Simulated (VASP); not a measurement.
Set up this calculation in VASP 6.6.1, as the native input.

```yaml
Task: single point
Functional: LDA
Potentials_or_basis: VASP PAW LDA potentials, release 64 (Rh_pv)
Cutoff: 520 eV
k_mesh: 22 × 22 × 22
Occupations: gaussian, width 0.15 eV
Spin: no spin polarisation
Dipole_correction: no
Further_INCAR_settings: ALGO = Fast; EDIFF = 1e-06; NBANDS = 14
```

The structure of Rh lies in POSCAR:

```
Rh
1.0
    0.0000000000      1.9015500000      1.9015500000
    1.8445035000      0.0000000000      1.9015500000
    1.8445035000      1.9015500000      0.0000000000
Rh
1
Direct
    0.0000000000      0.0000000000      0.0000000000
```

This cell differs from its parent crystal: strain -0.0300 x Voigt [1, 0, 0, 0, 0, 0].

These files were run (other wordings do the same):

INCAR

```
ALGO = Fast
EDIFF = 1E-6
ENCUT = 520
GGA = CA
ISIF = 2
ISMEAR = 0
LASPH = True
LCHARG = False
LREAL = False
LWAVE = False
NBANDS = 14
NELM = 100
PREC = Accurate
SIGMA = 0.15
```

KPOINTS

```
k-points
0
Gamma
  22 22 22
```

Potentials or basis: VASP PAW LDA potentials, release 64 (Rh_pv).

Run with:

```console
$ cat potpaw_LDA.64/Rh_pv/POTCAR > POTCAR
$ mpirun -np 1 vasp_std > vasp.out
```

Results of the run:

```yaml
Pressure: -1.5 GPa
```

Caveat: the cell differs from its parent crystal (strain -0.0300 x Voigt [1, 0, 0, 0, 0, 0]).

Run time: 46 s on 1 thread of Intel(R) Xeon(R) 6975P-C (Granite Rapids) (shared host), peak memory 0.24 GiB.
